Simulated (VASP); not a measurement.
# Sb2Se3 (Pnma) in VASP: electric field gradients with r2SCAN

Aim: the electric field gradients of Sb2Se3 with r2SCAN.

Program: VASP 6.6.1. These are calculated values, not measurements. Logs are shortened: lines on timing, memory, paths and dates and some standing lists are left out, and cuts for length are marked.

### 1 The cell of the first run

Symmetry: Pnma, No. 62, orthorhombic system. The conventional cell has a = 12.362 Å, b = 4.002 Å, c = 11.714 Å, α = 90.00°, β = 90.00°, γ = 90.00°. Within 3.4 Å of Sb (site symmetry m) lie 5 Se at 2.59 to 2.99 Å. Sb (site symmetry m) has 6 Se at 2.66 to 3.30 Å within 3.5 Å. Se (site symmetry m) has 5 Sb at 2.59 to 3.27 Å within 3.4 Å. Se (site symmetry m) has 4 Sb at 2.66 to 4.07 Å and 10 Se at 3.55 to 4.20 Å within 4.2 Å. Se (site symmetry m) has 5 Sb at 2.68 to 3.66 Å and 8 Se at 3.55 to 4.06 Å within 4.1 Å.

### 2 Electric field gradients, r2SCAN

POSCAR reads:

```
Sb2Se3
1.0
   12.3620732000      0.0000000000      0.0000000000
    0.0000000000      4.0015568700      0.0000000000
    0.0000000000      0.0000000000     11.7136297100
Sb Se
8 12
Direct
    0.1403223700      0.7500000000      0.0380946000
    0.8596776300      0.2500000000      0.9619054000
    0.3596776300      0.2500000000      0.5380946000
    0.6403223700      0.7500000000      0.4619054000
    0.0338128400      0.2500000000      0.3295913800
    0.9661871600      0.7500000000      0.6704086200
    0.4661871600      0.7500000000      0.8295913800
    0.5338128400      0.2500000000      0.1704086200
    0.9483452000      0.7500000000      0.1275253600
    0.0516548000      0.2500000000      0.8724746400
    0.5516548000      0.2500000000      0.6275253600
    0.4483452000      0.7500000000      0.3724746400
    0.2053313200      0.2500000000      0.1921006700
    0.7946686800      0.7500000000      0.8078993300
    0.2946686800      0.7500000000      0.6921006700
    0.7053313200      0.2500000000      0.3078993300
    0.6273491500      0.7500000000      0.0540986900
    0.3726508500      0.2500000000      0.9459013100
    0.8726508500      0.2500000000      0.5540986900
    0.1273491500      0.7500000000      0.4459013100
```

INCAR.step1 reads:

```
  ALGO = Normal
  EDIFF = 1E-4
  ENCUT = 520
  GGA = PE
  ISMEAR = -1
  KPAR = 4
  LASPH = T
  LCHARG = F
  LREAL = Auto
  LWAVE = T
  NBANDS = 72
  NELM = 80
  PREC = Accurate
  SIGMA = 0.02
```

INCAR.step2 reads:

```
  ALGO = Normal
  EDIFF = 1E-8
  ENCUT = 520
  ISIF = 2
  ISMEAR = -1
  ISTART = 1
  KPAR = 4
  LASPH = T
  LCHARG = F
  LEFG = T
  LMIXTAU = T
  LREAL = Auto
  LWAVE = F
  METAGGA = R2SCAN
  NBANDS = 72
  NELM = 80
  PREC = Accurate
  SIGMA = 0.02
```

KPOINTS reads:

```
k-points
0
Gamma
  3 7 3
```

Potentials or basis: VASP PAW PBE potentials, release 64 (Sb, Se).

On the command line:

```bash
> cat potpaw_PBE.64/Sb/POTCAR potpaw_PBE.64/Se/POTCAR > POTCAR
> cp INCAR.step1 INCAR
> mpirun -np 4 vasp_std > vasp.out
> cp INCAR.step2 INCAR
> mpirun -np 4 vasp_std > vasp.out
```

OUTCAR:

```text
EDIFF = 1E-8
   ENCUT = 520
   ISIF = 2
   ISMEAR = -1
   ISTART = 1
   LASPH = T
   LREAL = Auto
   METAGGA = R2SCAN
   NELM = 80
   PREC = Accurate

 ion  position               nearest neighbor table
   1  0.140  0.750  0.038-   9 2.59  13 2.81  13 2.81  10 2.99  10 2.99
   2  0.860  0.250  0.962-  10 2.59  14 2.81  14 2.81   9 2.99   9 2.99
   3  0.360  0.250  0.538-  11 2.59  15 2.81  15 2.81  12 2.99  12 2.99
   4  0.640  0.750  0.462-  12 2.59  16 2.81  16 2.81  11 2.99  11 2.99
   5  0.034  0.250  0.330-  13 2.66  20 2.68  20 2.68   9 3.27   9 3.27
   6  0.966  0.750  0.670-  14 2.66  19 2.68  19 2.68  10 3.27  10 3.27
   7  0.466  0.750  0.830-  15 2.66  18 2.68  18 2.68  11 3.27  11 3.27
   8  0.534  0.250  0.170-  16 2.66  17 2.68  17 2.68  12 3.27  12 3.27
   9  0.948  0.750  0.128-   1 2.59   2 2.99   2 2.99   5 3.27   5 3.27
  10  0.052  0.250  0.872-   2 2.59   1 2.99   1 2.99   6 3.27   6 3.27
  11  0.552  0.250  0.628-   3 2.59   4 2.99   4 2.99   7 3.27   7 3.27
  12  0.448  0.750  0.372-   4 2.59   3 2.99   3 2.99   8 3.27   8 3.27
  13  0.205  0.250  0.192-   5 2.66   1 2.81   1 2.81
  14  0.795  0.750  0.808-   6 2.66   2 2.81   2 2.81
  15  0.295  0.750  0.692-   7 2.66   3 2.81   3 2.81
  16  0.705  0.250  0.308-   8 2.66   4 2.81   4 2.81
  17  0.627  0.750  0.054-   8 2.68   8 2.68
  18  0.373  0.250  0.946-   7 2.68   7 2.68
  19  0.873  0.250  0.554-   6 2.68   6 2.68
  20  0.127  0.750  0.446-   5 2.68   5 2.68

  LATTYP: Found a simple orthorhombic cell.
 ALAT       =     4.0015568700
 B/A-ratio  =     2.9272680835
 C/A-ratio  =     3.0893158842

  Lattice vectors:

 A1 = (   0.0000000000,   4.0015568700,   0.0000000000)
 A2 = (   0.0000000000,   0.0000000000,  11.7136297100)
 A3 = (  12.3620732000,   0.0000000000,   0.0000000000)

Analysis of symmetry for initial positions (statically):
=====================================================================
 Subroutine PRICEL returns:
 Original cell was already a primitive cell.

 Routine SETGRP: Setting up the symmetry group for a
 simple orthorhombic supercell.

 Subroutine GETGRP returns: Found  8 space group operations
 (whereof  2 operations were pure point group operations)
 out of a pool of  8 trial point group operations.

The static configuration has the point symmetry S_2 .
 The point group associated with its full space group is D_2h.

Analysis of symmetry for dynamics (positions and initial velocities):
=====================================================================
 Subroutine PRICEL returns:
 Original cell was already a primitive cell.

 Routine SETGRP: Setting up the symmetry group for a
 simple orthorhombic supercell.

 Subroutine GETGRP returns: Found  8 space group operations
 (whereof  2 operations were pure point group operations)
 out of a pool of  8 trial point group operations.

The dynamic configuration has the point symmetry S_2 .
 The point group associated with its full space group is D_2h.

 Subroutine INISYM returns: Found  8 space group operations
 (whereof  2 operations are pure point group operations),
 and found     1 'primitive' translations

----------------------------------------------------------------------------------------

                                     Primitive cell

  volume of cell :     579.4444

  direct lattice vectors                    reciprocal lattice vectors
    12.362073200  0.000000000  0.000000000     0.080892580  0.000000000  0.000000000
     0.000000000  4.001556870  0.000000000     0.000000000  0.249902733  0.000000000
     0.000000000  0.000000000 11.713629710     0.000000000  0.000000000  0.085370634

  length of vectors
    12.362073200  4.001556870 11.713629710     0.080892580  0.249902733  0.085370634

  position of ions in fractional coordinates (direct lattice)
     0.140322370  0.750000000  0.038094600
     0.859677630  0.250000000  0.961905400
     0.359677630  0.250000000  0.538094600
     0.640322370  0.750000000  0.461905400
     0.033812840  0.250000000  0.329591380
     0.966187160  0.750000000  0.670408620
[... 12 lines left out ...]
     0.872650850  0.250000000  0.554098690
     0.127349150  0.750000000  0.445901310

  ion indices of the primitive-cell ions
   primitive index   ion index
                 1           1
                 2           2
                 3           3
                 4           4
                 5           5
                 6           6
[... 12 lines left out ...]
                19          19
                20          20

[... 53 lines left out ...]
   PREC   = accura    normal or accurate (medium, high low for compatibility)
   ISTART =      1    job   : 0-new  1-cont  2-samecut
   ICHARG =      0    charge: 1-file 2-atom 10-const
   ISPIN  =      1    spin polarized calculation?
   LNONCOLLINEAR =      F non collinear calculations
   LSORBIT =      F    spin-orbit coupling
   LASPH  =      T    aspherical Exc in radial PAW
   ENCUT  =  520.0 eV  38.22 Ry    6.18 a.u.  22.99  7.44 21.78*2*pi/ulx,y,z
   NELM   =     80;   NELMIN=  2; NELMDL=  0     # of ELM steps
   EDIFF  = 0.1E-07   stopping-criterion for ELM
   LREAL  =      T    real-space projection
   EDIFFG = 0.1E-06   stopping-criterion for IOM
   NSW    =      0    number of steps for IOM
   IBRION =     -1    ionic relax: 0-MD 1-quasi-New 2-CG
   NFREE  =      0    steps in history (QN), initial steepest desc. (CG)
   ISIF   =      2    stress and relaxation
   ISYM   =      2    0-nonsym 1-usesym 2-fastsym
   POTIM  = 0.5000    time-step for ionic-motion
   TEBEG  =    0.0;   TEEND  =   0.0 temperature during run
   PSTRESS=    0.0 pullay stress
   NELECT =     112.0000    total number of electrons
   NUPDOWN=      -1.0000    fix difference up-down
   EMIN   =  10.00;   EMAX   =-10.00  energy-range for DOS
   EFERMI =   0.00;   METHOD = LEGACY
   ISMEAR =    -1;   SIGMA  =   0.02  broadening in eV -4-tet -1-fermi 0-gaus
   EFERMI_NEDOS =   21; number of points for ismear=-14 and -15
   IALGO  =     38    algorithm
   IMIX   =      4    mixing-type and parameters
     AMIX     =   0.40;   BMIX     =  1.00
     AMIX_MAG =   1.60;   BMIX_MAG =  1.00
  volume/ion in A,a.u.               =      28.97       195.51
  Fermi-wavevector in a.u.,A,eV,Ry     =   0.946550  1.788720 12.190234  0.895957
  Thomas-Fermi vector in A             =   2.074558
   LORBIT       =      0    0 simple, 1 ext, 2 COOP (PROOUT), +10 PAW based schemes
   METAGGA = R2SCAN    functional components
   LHFCALC =     F    Hartree Fock is set to
   AEXX    =    0.0000 exact exchange contribution
   IVDW    =     0    specifies the selected vdW correction
   LEPSILON=     F    determine dielectric tensor
   LRPA    =     F    only Hartree local field effects (RPA)
 non-spin polarized calculation
  energy-cutoff  :      520.00
  volume of cell :      579.44
 maximum number of plane-waves:     15640
 NGX is ok and might be reduce to    96
   NGX = 45   NGY = 15   NGZ = 43

 number of electron     111.9999990 magnetization

 Free energy of the ion-electron system (eV)
  ---------------------------------------------------
  ext. energy  EPLUGINS =         0.00000000
  ---------------------------------------------------
  free energy    TOTEN  =      -383.06109567 eV

  energy without entropy =     -383.06109567  energy(sigma->0) =     -383.06109567

 E-fermi :   4.1935     XC(G=0):  -9.4204

 val. band max:        3.7332101061   @ k =   0.3333   0.0000   0.0000
 cond. band min:       4.8809463301   @ k =   0.0000   0.0000   0.3333
 fundamental gap:      1.1477362240
 Fermi energy:         4.1934688758

 k-point     1 :       0.0000    0.0000    0.0000
  band No.  band energies     occupation
      1     -10.8379      2.00000
      2     -10.6277      2.00000
      3     -10.2842      2.00000
      4     -10.1694      2.00000
      5     -10.0400      2.00000
      6      -9.8887      2.00000
[... 1125 lines left out ...]
     67       6.9490      0.00000
     68       7.0420      0.00000
 [bands above 68 left out]

------------------------ aborting loop because EDIFF is reached ----------------------------------------

  FORCE on cell =-STRESS in cart. coord.  units (eV):
  Direction    XX          YY          ZZ          XY          YZ          ZX
  --------------------------------------------------------------------------------------
  -------------------------------------------------------------------------------------
  Total        0.1841458      0.1009036      0.3382123      0.0000000     -0.0000000      0.0000000
  in kB        0.5091674      0.2790008      0.9351650      0.0000000     -0.0000000      0.0000000
  external PRESSURE =       0.5744444 kB  Pullay stress =       0.0000000 kB

 VOLUME and BASIS-vectors are now :
 -----------------------------------------------------------------------------
  energy-cutoff  :      520.00
  volume of cell :      579.44
      direct lattice vectors                 reciprocal lattice vectors
    12.362073200  0.000000000  0.000000000     0.080892580  0.000000000  0.000000000
     0.000000000  4.001556870  0.000000000     0.000000000  0.249902733  0.000000000
     0.000000000  0.000000000 11.713629710     0.000000000  0.000000000  0.085370634

 POSITION                                       TOTAL-FORCE (eV/Angst)
 -----------------------------------------------------------------------------------
      1.73468      3.00117      0.44623        -0.007111      0.000000     -0.010143
     10.62740      1.00039     11.26740         0.007111      0.000000      0.010143
      4.44636      1.00039      6.30304         0.007111      0.000000     -0.010143
      7.91571      3.00117      5.41059        -0.007111      0.000000      0.010143
      0.41800      1.00039      3.86071         0.014735     -0.000000     -0.000358
     11.94408      3.00117      7.85292        -0.014735     -0.000000      0.000358
[... 12 lines left out ...]
     10.78777      1.00039      6.49051         0.012206      0.000000     -0.006085
      1.57430      3.00117      5.22312        -0.012206     -0.000000      0.006085
 -----------------------------------------------------------------------------------
    total drift:                               -0.000000     -0.000000      0.000000

  FREE ENERGIE OF THE ION-ELECTRON SYSTEM (eV)
  ---------------------------------------------------
  free  energy   TOTEN  =      -383.0610956663 eV

  energy  without entropy=     -383.0610956663  energy(sigma->0) =     -383.06109567

 Electric field gradients (V/A^2)
---------------------------------------------------------------------
 ion       V_xx      V_yy      V_zz      V_xy      V_xz      V_yz
---------------------------------------------------------------------
   1     -80.705    83.692    -2.987     0.000   132.321    -0.000
   2     -80.705    83.692    -2.987     0.000   132.321     0.000
   3     -80.705    83.692    -2.987    -0.000  -132.321     0.000
   4     -80.705    83.692    -2.987    -0.000  -132.321     0.000
   5    -144.431    47.872    96.559    -0.000   -30.903    -0.000
   6    -144.431    47.872    96.559     0.000   -30.903     0.000
[... 12 lines left out ...]
  19    -138.529   195.709   -57.181    -0.000   197.519    -0.000
  20    -138.529   195.709   -57.181     0.000   197.519    -0.000
---------------------------------------------------------------------

 Electric field gradients after diagonalization (V/A^2)
 (convention: |V_zz| > |V_xx| > |V_yy|)
----------------------------------------------------------------------
 ion       V_xx      V_yy      V_zz     asymmetry (V_yy - V_xx)/ V_zz
----------------------------------------------------------------------
   1      96.063    83.692  -179.755       0.069
   2      96.063    83.692  -179.755       0.069
   3      96.063    83.692  -179.755       0.069
   4      96.063    83.692  -179.755       0.069
   5     100.458    47.872  -148.330       0.355
   6     100.458    47.872  -148.330       0.355
[... 12 lines left out ...]
  19     195.709   103.809  -299.518       0.307
  20     195.709   103.809  -299.518       0.307
----------------------------------------------------------------------

           NMR quadrupolar parameters

 Cq : quadrupolar parameter    Cq=e*Q*V_zz/h
 eta: asymmetry parameters     (V_yy - V_xx)/ V_zz
 Q  : nuclear electric quadrupole moment in mb (millibarn)
----------------------------------------------------------------------
 ion       Cq(MHz)       eta       Q (mb)
----------------------------------------------------------------------
   1      -0.435       0.069       1.000
   2      -0.435       0.069       1.000
   3      -0.435       0.069       1.000
   4      -0.435       0.069       1.000
   5      -0.359       0.355       1.000
   6      -0.359       0.355       1.000
[... 12 lines left out ...]
  19      -0.724       0.307       1.000
  20      -0.724       0.307       1.000
----------------------------------------------------------------------
```

Run time: 9.3 min. Hardware: 4 MPI ranks of Intel Xeon Platinum 8488C (Sapphire Rapids), shared host; peak memory 0.88 GiB.

What came out:

```
Free energy                             : -383.0611 eV
Pressure                                : 0.1 GPa
Largest force                           : 0.022 eV/Å
Band gap on the k mesh                  : 1.15 eV (least direct gap 1.21 eV)
Largest electric field gradient by atom : Sb -179.8, -148.3 (each value once); Se +182.3, +100.9, -299.5 (each value once) V/Å²
```

Forces in eV/Å, atoms in the order of the input:
```
Sb  -0.007  0.000 -0.010
Sb   0.007  0.000  0.010
Sb   0.007  0.000 -0.010
Sb  -0.007  0.000  0.010
Sb   0.015  0.000  0.000
Sb  -0.015  0.000  0.000
Sb  -0.015  0.000  0.000
Sb   0.015  0.000  0.000
Se   0.015  0.000 -0.002
Se  -0.015  0.000  0.002
Se  -0.015  0.000 -0.002
Se   0.015  0.000  0.002
Se   0.018  0.000 -0.013
Se  -0.018  0.000  0.013
Se  -0.018  0.000 -0.013
Se   0.018  0.000  0.013
Se  -0.012  0.000 -0.006
Se   0.012  0.000  0.006
Se   0.012  0.000 -0.006
Se  -0.012  0.000  0.006
```

Levels at points of the mesh, in eV from the valence-band top:
```csv
k point,band 53,band 54,band 55,band 56,band 57,band 58,band 59,band 60
"(0.00, 0.00, 0.00)",-0.30,-0.11,-0.08,-0.07,1.41,1.49,1.54,1.66
```

Electric field gradients, principal values (V/Å²):
| atom | least | middle | greatest (by size) |
| --- | --- | --- | --- |
| 1 Sb | 83.692 | 96.063 | -179.755 |
| 2 Sb | 83.692 | 96.063 | -179.755 |
| 3 Sb | 83.692 | 96.063 | -179.755 |
| 4 Sb | 83.692 | 96.063 | -179.755 |
| 5 Sb | 47.872 | 100.458 | -148.330 |
| 6 Sb | 47.872 | 100.458 | -148.330 |
| 7 Sb | 47.872 | 100.458 | -148.330 |
| 8 Sb | 47.872 | 100.458 | -148.330 |
| 9 Se | -26.493 | -155.805 | 182.298 |
| 10 Se | -26.493 | -155.805 | 182.298 |
| 11 Se | -26.493 | -155.805 | 182.298 |
| 12 Se | -26.493 | -155.805 | 182.298 |
| 13 Se | -19.931 | -80.934 | 100.865 |
| 14 Se | -19.931 | -80.934 | 100.865 |
| 15 Se | -19.931 | -80.934 | 100.865 |
| 16 Se | -19.931 | -80.934 | 100.865 |
| 17 Se | 103.809 | 195.709 | -299.518 |
| 18 Se | 103.809 | 195.709 | -299.518 |
| 19 Se | 103.809 | 195.709 | -299.518 |
| 20 Se | 103.809 | 195.709 | -299.518 |

Caveat: without QUAD_EFG the Cq values of the log hold for a quadrupole moment of 1 mb, not for the nuclei; the PAW data sets were made with another functional, which shifts forces and pressure a little; spin-orbit coupling is left out, which moves the levels of the heavy elements.
